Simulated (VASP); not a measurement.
Wanted: the native input for a VASP 6.6.1 run.

- Task: single point
- Functional: RPBE
- Potentials or basis: VASP PAW PBE potentials, release 64 (In_d)
- Cutoff: 520 eV
- k mesh: 13 × 13 × 13
- Occupations: fermi-dirac, width 0.1 eV
- Spin: no spin polarisation
- Dipole correction: no
- Further INCAR settings: ALGO = Normal; EDIFF = 1e-06; NBANDS = 12

The structure of In lies in POSCAR:

```
In
1.0
    0.0000000000      2.4322909982      2.4322909982
    2.4322909982      0.0000000000      2.4322909982
    2.4322909982      2.4322909982      0.0000000000
In
1
Direct
    0.0000000000      0.0000000000      0.0000000000
```

One way to write it, as run:

INCAR

```
PREC = Accurate
ENCUT = 520
EDIFF = 1E-6
ISMEAR = -1
SIGMA = 0.1
LREAL = False
LASPH = True
NELM = 60
ALGO = Normal
ISIF = 2
LWAVE = False
LCHARG = False
GGA = RP
NBANDS = 12
```

KPOINTS

```
regular mesh
0
Gamma
  13 13 13
```

Potentials or basis: VASP PAW PBE potentials, release 64 (In_d).

Command:

```bash
$ cat potpaw_PBE.64/In_d/POTCAR > POTCAR
$ mpirun -np 1 vasp_std > vasp.out
```

It gave:

```yaml
Pressure: 0.0 GPa
```

Caveat: the PAW data sets were made with another functional, which shifts forces and pressure a little.

Wall time 30 s on 1 thread of Intel(R) Xeon(R) Platinum 8488C (Sapphire Rapids), on a shared host, peak memory 0.17 GiB.
